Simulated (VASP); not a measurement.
# MgO (Periclase) (Fm-3m) in VASP: settings compared, part 2 of 2

VASP 6.6.1. The steps go on from the part before.

### 3 Single point, r2SCAN (volume changed by -6%)

Input file POSCAR:

```
MgO
1.0
    0.0000000000      2.0592545970      2.0592545970
    2.0592545970      0.0000000000      2.0592545970
    2.0592545970      2.0592545970      0.0000000000
Mg O
1 1
Direct
    0.0000000000      0.0000000000      0.0000000000
    0.5000000000      0.5000000000      0.5000000000
```

Input file INCAR.step1:

```
PREC     = Accurate       # precision mode
ENCUT    = 660            # plane-wave cutoff, eV
ISMEAR   = 0              # smearing method
SIGMA    = 0.01           # smearing width, eV
LREAL    = False          # projectors in reciprocal space
LASPH    = True           # aspherical terms in the spheres
NELM     = 120            # most SCF steps
NBANDS   = 11             # bands
GGA      = PE             # functional
ALGO     = Normal         # electronic algorithm
EDIFF    = 1E-5           # SCF threshold, eV
LWAVE    = True           # write WAVECAR
LCHARG   = False          # write CHGCAR
GGA_COMPAT= False
```

Input file INCAR.step2:

```
PREC     = Accurate       # precision mode
ENCUT    = 660            # plane-wave cutoff, eV
EDIFF    = 1E-6           # SCF threshold, eV
ISMEAR   = 0              # smearing method
SIGMA    = 0.01           # smearing width, eV
LREAL    = False          # projectors in reciprocal space
LASPH    = True           # aspherical terms in the spheres
NELM     = 120            # most SCF steps
ALGO     = Normal         # electronic algorithm
ISIF     = 2              # what is computed and relaxed
LWAVE    = False          # write WAVECAR
LCHARG   = False          # write CHGCAR
METAGGA  = R2SCAN         # meta-GGA
LMIXTAU  = True         
NBANDS   = 11             # bands
ISTART   = 1            
GGA_COMPAT= False
```

Input file KPOINTS:

```
regular mesh
0
Gamma
  8 8 8
```

Potentials or basis: VASP PAW PBE potentials, release 64 (Mg, O).

Launch:

```console
$ cat potpaw_PBE.64/Mg/POTCAR potpaw_PBE.64/O/POTCAR > POTCAR
$ cp INCAR.step1 INCAR
$ mpirun -np 1 vasp_std > vasp.out
$ cp INCAR.step2 INCAR
$ mpirun -np 1 vasp_std > vasp.out
```

It took 27 s on 1 thread of Intel Xeon Platinum 8488C (Sapphire Rapids), shared host; peak memory 0.14 GiB.

Results (log left out):

```yaml
Free_energy: -16.1357 eV
Pressure: 10.3 GPa
Band_gap_on_the_k_mesh: 6.32 eV, direct
```

Levels at points of the mesh, in eV from the valence-band top:
| k point | band 1 | band 2 | band 3 | band 4 | band 5 | band 6 | band 7 | band 8 |
| --- | --- | --- | --- | --- | --- | --- | --- | --- |
| (0.00, 0.00, 0.00) | -18.56 | 0.00 | 0.00 | 0.00 | 6.32 | 17.24 | 17.24 | 17.24 |
| (0.50, 0.00, 0.00) | -17.13 | -4.92 | -0.75 | -0.75 | 9.26 | 14.63 | 18.15 | 18.15 |
| (0.50, 0.50, 0.00) | -16.86 | -4.39 | -1.47 | -1.47 | 10.12 | 11.84 | 15.07 | 21.47 |

Caveat: the PAW data sets were made with another functional, which shifts forces and pressure a little.

### 4 Single point, r2SCAN (volume changed by +3%)

Input file POSCAR:

```
MgO
1.0
    0.0000000000      2.1229829251      2.1229829251
    2.1229829251      0.0000000000      2.1229829251
    2.1229829251      2.1229829251      0.0000000000
Mg O
1 1
Direct
    0.0000000000      0.0000000000      0.0000000000
    0.5000000000      0.5000000000      0.5000000000
```

Input file INCAR.step1:

```
PREC = Accurate ; ENCUT = 660
ISMEAR = 0 ; SIGMA = 0.01
LREAL = F ; LASPH = T
NELM = 120 ; NBANDS = 11
GGA = PE ; ALGO = Normal
EDIFF = 1E-5 ; LWAVE = T
LCHARG = F ; GGA_COMPAT = F
```

Input file INCAR.step2:

```
PREC = Accurate ; ENCUT = 660
EDIFF = 1E-6 ; ISMEAR = 0
SIGMA = 0.01 ; LREAL = F
LASPH = T ; NELM = 120
ALGO = Normal ; ISIF = 2
LWAVE = F ; LCHARG = F
METAGGA = R2SCAN ; LMIXTAU = T
NBANDS = 11 ; ISTART = 1
GGA_COMPAT = F
```

KPOINTS is that of step 3.

Launch:

```console
$ cat potpaw_PBE.64/Mg/POTCAR potpaw_PBE.64/O/POTCAR > POTCAR
$ cp INCAR.step1 INCAR
$ mpirun -np 1 vasp_std > vasp.out
$ cp INCAR.step2 INCAR
$ mpirun -np 1 vasp_std > vasp.out
```

It took 42 s on 1 thread of Intel Xeon Platinum 8488C (Sapphire Rapids), shared host; peak memory 0.17 GiB.

Results (log left out):

* Free energy: -16.1556 eV
* Pressure: -6.0 GPa
* Band gap on the k mesh: 5.37 eV, direct

Levels at points of the mesh, in eV from the valence-band top:
| k point | band 2 | band 3 | band 4 | band 5 | band 6 | band 7 |
| --- | --- | --- | --- | --- | --- | --- |
| (0.00, 0.00, 0.00) | 0.00 | 0.00 | 0.00 | 5.37 | 16.70 | 16.70 |
| (0.50, 0.00, 0.00) | -4.50 | -0.65 | -0.65 | 8.64 | 13.52 | 17.17 |
| (0.50, 0.50, 0.00) | -4.00 | -1.34 | -1.34 | 10.00 | 10.80 | 14.02 |

Caveat: the PAW data sets were made with another functional, which shifts forces and pressure a little.

### 5 Single point, r2SCAN (volume changed by +6%)

Input file POSCAR:

```
MgO
1.0
    0.0000000000      2.1433974748      2.1433974748
    2.1433974748      0.0000000000      2.1433974748
    2.1433974748      2.1433974748      0.0000000000
Mg O
1 1
Direct
    0.0000000000      0.0000000000      0.0000000000
    0.5000000000      0.5000000000      0.5000000000
```

Input file INCAR.step1:

```
SYSTEM = MgO
ALGO = Normal
EDIFF = 1E-5
ENCUT = 660
GGA = PE
GGA_COMPAT = .FALSE.
ISMEAR = 0
LASPH = .TRUE.
LCHARG = .FALSE.
LREAL = .FALSE.
LWAVE = .TRUE.
NBANDS = 11
NELM = 120
PREC = Accurate
SIGMA = 0.01
```

Input file INCAR.step2:

```
SYSTEM = MgO
ALGO = Normal
EDIFF = 1E-6
ENCUT = 660
GGA_COMPAT = .FALSE.
ISIF = 2
ISMEAR = 0
ISTART = 1
LASPH = .TRUE.
LCHARG = .FALSE.
LMIXTAU = .TRUE.
LREAL = .FALSE.
LWAVE = .FALSE.
METAGGA = R2SCAN
NBANDS = 11
NELM = 120
PREC = Accurate
SIGMA = 0.01
```

Input file KPOINTS:

```
k-points
0
G
  8 8 8
  0 0 0
```

Launch:

```console
$ cat potpaw_PBE.64/Mg/POTCAR potpaw_PBE.64/O/POTCAR > POTCAR
$ cp INCAR.step1 INCAR
$ mpirun -np 1 vasp_std > vasp.out
$ cp INCAR.step2 INCAR
$ mpirun -np 1 vasp_std > vasp.out
```

It took 44 s on 1 thread of Intel Xeon Platinum 8488C (Sapphire Rapids), shared host; peak memory 0.17 GiB.

The run converged. Its results:

| Property | Result |
| --- | --- |
| Free energy | -16.1290 eV |
| Pressure | -10.0 GPa |
| Band gap on the k mesh | 5.09 eV, direct |

Levels at points of the mesh, in eV from the valence-band top:
```csv
k point,band 2,band 3,band 4,band 5,band 6,band 7
"(0.00, 0.00, 0.00)",0.00,0.00,0.00,5.09,16.53,16.53
"(0.50, 0.00, 0.00)",-4.38,-0.62,-0.62,8.46,13.18,16.87
"(0.50, 0.50, 0.00)",-3.89,-1.30,-1.30,9.96,10.48,13.71
```

Caveat: the PAW data sets were made with another functional, which shifts forces and pressure a little.

### 6 Single point, r2SCAN

Input file POSCAR:

```
MgO
1.0
    0.0000000000      2.1021680266      2.1021680266
    2.1021680266      0.0000000000      2.1021680266
    2.1021680266      2.1021680266      0.0000000000
Mg O
1 1
Direct
    0.0000000000      0.0000000000      0.0000000000
    0.5000000000      0.5000000000      0.5000000000
```

Input file INCAR.step1:

```
SYSTEM = MgO
  PREC = Accurate
  ENCUT = 660
  ISMEAR = 0
  SIGMA = 0.01
  LREAL = .False.
  LASPH = .True.
  NELM = 120
  NBANDS = 11
  GGA = PE
  ALGO = Normal
  EDIFF = 1E-5
  LWAVE = .True.
  LCHARG = .False.
  GGA_COMPAT = .False.
```

Input file INCAR.step2:

```
SYSTEM = MgO
  PREC = Accurate
  ENCUT = 660
  EDIFF = 1E-6
  ISMEAR = 0
  SIGMA = 0.01
  LREAL = .False.
  LASPH = .True.
  NELM = 120
  ALGO = Normal
  ISIF = 2
  LWAVE = .False.
  LCHARG = .False.
  METAGGA = R2SCAN
  LMIXTAU = .True.
  NBANDS = 11
  ISTART = 1
  GGA_COMPAT = .False.
```

Input file KPOINTS:

```
regular mesh
0
Gamma
  10 10 10
  0 0 0
```

Potentials or basis: VASP PAW PBE potentials, release 64 (Mg, O).

Launch:

```console
$ cat potpaw_PBE.64/Mg/POTCAR potpaw_PBE.64/O/POTCAR > POTCAR
$ cp INCAR.step1 INCAR
$ mpirun -np 1 vasp_std > vasp.out
$ cp INCAR.step2 INCAR
$ mpirun -np 1 vasp_std > vasp.out
```

Run time: 63 s. Hardware: 1 thread of Intel Xeon Platinum 8488C (Sapphire Rapids), shared host; peak memory 0.17 GiB.

Results (log left out):

- Free energy: -16.1675 eV
- Pressure: -1.4 GPa
- Band gap on the k mesh: 5.66 eV, direct

Levels at points of the mesh, in eV from the valence-band top:
| k point | band 1 | band 2 | band 3 | band 4 | band 5 | band 6 | band 7 | band 8 |
| --- | --- | --- | --- | --- | --- | --- | --- | --- |
| (0.00, 0.00, 0.00) | -18.23 | 0.00 | 0.00 | 0.00 | 5.66 | 16.87 | 16.87 | 16.87 |
| (0.50, 0.00, 0.00) | -16.97 | -4.63 | -0.68 | -0.68 | 8.84 | 13.87 | 17.49 | 17.49 |
| (0.50, 0.50, 0.00) | -16.71 | -4.12 | -1.38 | -1.38 | 10.05 | 11.13 | 14.35 | 20.46 |

Caveat: the PAW data sets were made with another functional, which shifts forces and pressure a little.

### 7 Single point, r2SCAN (volume changed by -3%)

Input file POSCAR:

```
MgO
1.0
    0.0000000000      2.0809325543      2.0809325543
    2.0809325543      0.0000000000      2.0809325543
    2.0809325543      2.0809325543      0.0000000000
Mg O
1 1
Direct
    0.0000000000      0.0000000000      0.0000000000
    0.5000000000      0.5000000000      0.5000000000
```

Input file INCAR.step1:

```
ALGO = Normal ; EDIFF = 1E-5
ENCUT = 660 ; GGA = PE
GGA_COMPAT = False ; ISMEAR = 0
LASPH = True ; LCHARG = False
LREAL = False ; LWAVE = True
NBANDS = 15 ; NELM = 120
PREC = Accurate ; SIGMA = 0.01
```

Input file INCAR.step2:

```
ALGO = Normal ; EDIFF = 1E-6
ENCUT = 660 ; GGA_COMPAT = False
ISIF = 2 ; ISMEAR = 0
ISTART = 1 ; LASPH = True
LCHARG = False ; LMIXTAU = True
LREAL = False ; LWAVE = False
METAGGA = R2SCAN ; NBANDS = 15
NELM = 120 ; PREC = Accurate
SIGMA = 0.01
```

Input file KPOINTS:

```
k-points
0
Gamma
  8 8 8
```

Potentials or basis: VASP PAW PBE potentials, release 64 (Mg_sv, O).

Launch:

```console
$ cat potpaw_PBE.64/Mg_sv/POTCAR potpaw_PBE.64/O/POTCAR > POTCAR
$ cp INCAR.step1 INCAR
$ mpirun -np 1 vasp_std > vasp.out
$ cp INCAR.step2 INCAR
$ mpirun -np 1 vasp_std > vasp.out
```

Run time: 51 s. Hardware: 1 thread of AMD EPYC 7R13 (Zen 3), shared host; peak memory 0.13 GiB.

The run converged. Its results:

| Quantity | Value |
| --- | --- |
| Free energy | -16.1607 eV |
| Pressure | 4.9 GPa |
| Band gap on the k mesh | 6.03 eV, direct |

Levels at points of the mesh, in eV from the valence-band top:
```tsv
k point	band 6	band 7	band 8	band 9	band 10	band 11
(0.00, 0.00, 0.00)	0.00	0.00	0.00	6.03	17.07	17.07
(0.50, 0.00, 0.00)	-4.76	-0.72	-0.72	9.07	14.28	17.89
(0.50, 0.50, 0.00)	-4.22	-1.42	-1.42	10.09	11.59	14.72
```

Caveat: the PAW data sets were made with another functional, which shifts forces and pressure a little.

### 8 The runs side by side

| level | potentials or basis | cell | k mesh | cutoff (eV) | second run | gap on the mesh (eV) | pressure (GPa) |
| --- | --- | --- | --- | --- | --- | --- | --- |
| PBE | VASP PAW PBE potentials, release 64 (Mg, O) | a = 2.973 Å, angles 60.0°, 2 atoms | 10 × 10 × 10 | 600 | - | 4.78 | 4.6 |
| r2SCAN | VASP PAW PBE potentials, release 64 (Mg, O) | a = 2.912 Å, angles 60.0°, 2 atoms | 8 × 8 × 8 | 660 | - | 6.32 | 10.3 |
| r2SCAN | VASP PAW PBE potentials, release 64 (Mg, O) | a = 3.002 Å, angles 60.0°, 2 atoms | 8 × 8 × 8 | 660 | - | 5.37 | -6.0 |
| r2SCAN | VASP PAW PBE potentials, release 64 (Mg, O) | a = 3.031 Å, angles 60.0°, 2 atoms | 8 × 8 × 8 | 660 | - | 5.09 | -10.0 |
| r2SCAN | VASP PAW PBE potentials, release 64 (Mg, O) | a = 2.973 Å, angles 60.0°, 2 atoms | 10 × 10 × 10 | 660 | - | 5.66 | -1.4 |
| r2SCAN | VASP PAW PBE potentials, release 64 (Mg_sv, O) | a = 2.943 Å, angles 60.0°, 2 atoms | 8 × 8 × 8 | 660 | valence_matched | 6.03 | 4.9 |

Alike in all rows: task single point; no spin polarisation; smearing gaussian 0.01 eV.

Caveats: the PAW data sets were made with another functional, which shifts forces and pressure a little (some runs).

Absolute energies hang on the potentials; compare differences alone.

### 9 Comparison with measurements

Step 6. Against the measured gap of MgO, 7.83 eV (quoted in “Electronic structure of alkaline earth and post-transition metal oxides”, 2009, arxiv:0908.1581), the calculated 5.66 eV is off by -2.17 eV. The value is that of r2SCAN, without temperature or zero-point motion.
